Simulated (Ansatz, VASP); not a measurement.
**ZrGe2Pd3: VASP beside Ansatz**

```
CELL_PARAMETERS angstrom
4.50613 0.00000 0.00000
-2.25307 3.90243 0.00000
0.00000 0.00000 9.93257
ATOMIC_POSITIONS crystal
Zr 0.00000 0.00000 0.00000
Ge 0.33333 0.66667 0.50000
Ge 0.66667 0.33333 0.50000
Pd 0.00000 0.00000 0.23321
Pd 0.00000 0.00000 0.76679
Pd 0.00000 0.00000 0.50000
```

Alike in both runs: functional PBE; k mesh 4 × 4 × 3; occupations gaussian, width 0.2 eV; no spin polarisation.

Ansatz relaxed the structure, and its values are those at the end. VASP's run is a single point on that final structure, the one shown.

```csv
,VASP,Ansatz
version,VASP 6.6.1,Ansatz 0.2.0
potentials or method,"VASP PAW PBE potentials, release 64 (Zr_sv, Ge_d, Pd), cutoff 520 eV","scalar-relativistic, plane waves, PAW"
valence electrons in the cell,70,94
```

|  | VASP | Ansatz | Ansatz less VASP |
| --- | --- | --- | --- |
| gap on the k mesh at the Fermi level (eV) | none | none | - |
| pressure (GPa) | -0.1 | -0.2 | -0.16 |
| rms of the force components (eV/Å) | 0.024 | 0.016 | -0.0073 |

A gap of «none» marks a metal or a gap that the smearing closes. The functional is the same, so the differences come from potentials, cutoffs and numerics. VASP's potentials hold 70 valence electrons a cell and Ansatz's 94, so a difference there can come from the potentials and not from the codes.

The k mesh is coarse, so the values compare programs but aren't converged.
